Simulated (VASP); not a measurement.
HgTe: single point with HSE06

Crystal: HgTe.

```xyz
2
Lattice="0.0000 3.3220 3.2380 3.3220 0.0000 3.2380 3.3220 3.3220 0.0000" Properties=species:S:1:pos:R:3 pbc="T T T"
Hg    0.0000    0.0000    0.0000
Te    1.6610    1.6610    1.6190
```

This cell differs from its parent crystal: epitaxial xy strain +1.0%.

```json
{"Program": "VASP 6.6.1", "Task": "single point", "Functional": "HSE06", "Potentials or basis": "VASP PAW PBE potentials, release 64 (Hg, Te)", "Cutoff": "520 eV", "k mesh": "4 × 4 × 4", "Occupations": "fermi-dirac, width 0.02 eV", "Spin": "no spin polarisation", "Dipole correction": "no", "Grid for exact exchange (PRECFOCK)": "Normal", "Further INCAR settings": "ALGO = Normal; EDIFF = 1e-07; NBANDS = 16", "Share of exact exchange": "0.25", "Screening parameter": "0.2079 1/Å"}
```

```yaml
Pressure: -0.1 GPa
Band_gap_on_the_k_mesh: 0.13 eV
```

Stress tensor (GPa, compression positive):
```
-0.17  0.00  0.00
 0.00 -0.17  0.00
 0.00  0.00  0.07
```

Levels at points of the mesh, in eV from the valence-band top:
```csv
k point,band 6,band 7,band 8,band 9,band 10,band 11,band 12,band 13
"(0.00, 0.00, 0.00)",-7.63,-0.23,0.00,0.00,0.13,5.13,5.13,5.13
"(0.50, 0.00, 0.00)",-7.32,-5.45,-0.98,-0.86,1.39,5.84,5.99,7.74
"(0.50, 0.50, 0.00)",-7.14,-5.40,-2.24,-2.24,2.52,3.20,9.17,9.81
"(0.50, 0.00, 0.50)",-7.19,-5.52,-2.16,-2.10,2.71,3.30,9.00,9.72
```

It took 15 min on 1 thread of Intel(R) Xeon(R) Platinum 8488C (Sapphire Rapids) (shared host), peak memory 0.32 GiB.

Caveat: the cell differs from its parent crystal (epitaxial xy strain +1.0%); the PAW data sets were made with another functional, which shifts forces and pressure a little; spin-orbit coupling is left out, which moves the levels of the heavy elements.
